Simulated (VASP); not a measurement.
## Hf: single point with PBE

The system is Hf.

```
Hf
1.0
     3.19670    0.00000    0.00000
    -1.59835    2.76842    0.00000
     0.00000    0.00000    5.05780
Hf
2
Direct
  0.66667 0.33333 0.75000
  0.33333 0.66667 0.25000
```

```yaml
Program: VASP 6.6.1
Task: single point
Functional: PBE
Potentials_or_basis: VASP PAW PBE potentials, release 64 (Hf_pv)
Cutoff: 520 eV
k_mesh: 10 × 10 × 5
Occupations: gaussian, width 0.015 eV
Spin: no spin polarisation
```

| Item | Value |
| --- | --- |
| Pressure | 0.2 GPa |
| Band gap on the k mesh | zero (band 10 reaches 6.10 eV, above the bottom of band 11 at 4.60 eV) |

Stress tensor (GPa, compression positive):
```
0.30 0.00 0.00
0.00 0.30 0.00
0.00 0.00 0.00
```

Levels at points of the mesh, in eV from the Fermi level:
| k point | band 6 | band 7 | band 8 | band 9 | band 10 | band 11 | band 12 | band 13 | band 14 | band 15 |
| --- | --- | --- | --- | --- | --- | --- | --- | --- | --- | --- |
| (0.00, 0.00, 0.00) | -30.18 | -7.36 | -3.69 | 0.66 | 1.20 | 1.20 | 1.48 | 2.02 | 2.02 | 2.66 |
| (0.50, 0.00, 0.00) | -30.27 | -3.33 | -2.73 | -2.21 | -0.78 | 0.81 | 0.89 | 1.70 | 5.91 | 6.42 |

It took 20 s on 1 thread of Intel(R) Xeon(R) Platinum 8488C (Sapphire Rapids), with other jobs on the host, peak memory 0.17 GiB.

Caveat: spin-orbit coupling is left out, which moves the levels of the heavy elements.
